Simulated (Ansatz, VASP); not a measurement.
## One calculation of Hf, two programs

Contents of POSCAR:

```
Hf
1.0
    4.8952628153      0.0000000000      0.0000000000
   -2.4476314076      4.2394219562      0.0000000000
    0.0000000000      0.0000000000      3.0445212957
Hf
3
Direct
    0.0000000000      0.0000000000      0.0000000000
    0.3333333333      0.6666666667      0.5000000000
    0.6666666667      0.3333333333      0.5000000000
```

INCAR.step1

```
SYSTEM = Hf
PREC     = Accurate       ! precision mode
ENCUT    = 520            ! plane-wave cutoff, eV
ISMEAR   = -1             ! smearing method
SIGMA    = 0.05           ! smearing width, eV
LREAL    = .False.        ! projectors in reciprocal space
LASPH    = .True.         ! aspherical terms in the spheres
NELM     = 80             ! most SCF steps
NBANDS   = 22             ! bands
GGA      = PE             ! functional
ALGO     = Normal         ! electronic algorithm
EDIFF    = 1E-4           ! SCF threshold, eV
LWAVE    = .True.         ! write WAVECAR
LCHARG   = .False.        ! write CHGCAR
```

File INCAR.step2:

```
SYSTEM = Hf
PREC     = Accurate       ! precision mode
ENCUT    = 520            ! plane-wave cutoff, eV
EDIFF    = 1E-6           ! SCF threshold, eV
ISMEAR   = -1             ! smearing method
SIGMA    = 0.05           ! smearing width, eV
LREAL    = .False.        ! projectors in reciprocal space
LASPH    = .True.         ! aspherical terms in the spheres
NELM     = 80             ! most SCF steps
ALGO     = Normal         ! electronic algorithm
ISIF     = 2              ! what is computed and relaxed
LWAVE    = .False.        ! write WAVECAR
LCHARG   = .True.         ! write CHGCAR
METAGGA  = R2SCAN         ! meta-GGA
LMIXTAU  = .True.       
LELF     = .True.         ! ELF
LVHAR    = .True.       
NBANDS   = 22             ! bands
ISTART   = 1
```

Contents of KPOINTS:

```
regular mesh
0
Gamma
  6 6 9
  0 0 0
```

The input input.yaml:

```yaml
crystal:
  lattice:
    - [4.8952628153, 0.0, 0.0]
    - [-2.4476314076, 4.2394219562, 0.0]
    - [0.0, 0.0, 3.0445212957]
  atoms:
    - { symbol: Hf, position: [0.0, 0.0, 0.0] }
    - { symbol: Hf, position: [0.3333333333, 0.6666666667, 0.5] }
    - { symbol: Hf, position: [0.6666666667, 0.3333333333, 0.5] }
hamiltonian:
  xc: r2scan
  pseudopotentials: { kind: paw }
kpoints:
  mp_grid: { grid: [6, 6, 9] }
scf:
  occupations: { method: fermi_dirac, width: 0.05 }
output:
  forces: true
  stress: true
  eigenvalues: true
```

Alike in both runs: task single point; functional r2SCAN; k mesh 6 × 6 × 9; occupations fermi-dirac, width 0.05 eV; no spin polarisation.

|  | VASP | Ansatz |
| --- | --- | --- |
| version | VASP 6.6.1 | Ansatz 0.2.0 |
| potentials or method | VASP PAW PBE potentials, release 64 (Hf_pv) | Ansatz PAW |
| plane-wave cutoff (eV) | 520 | 500 |
| valence electrons in the cell | 30 | 78 |

Ansatz gave:

- gap on the k mesh at the Fermi level (eV): none
- pressure (GPa): 5.7
- traceless stress, the component that is largest in VASP (GPa): 0.17

Task: Which values does VASP return?

Result: gap on the k mesh at the Fermi level (eV): none; pressure (GPa): 5.1; traceless stress, the component that is largest in VASP (GPa): 0.13.

VASP's potentials were made for PBE, not for r2SCAN. A gap of «none» marks a metal or a gap that the smearing closes. With one functional, cell and mesh, what is left measures potentials, basis and numerics. VASP's potentials hold 30 valence electrons a cell and Ansatz's 78, so a difference there can come from the potentials and not from the codes.

Neither program's run includes spin-orbit coupling.
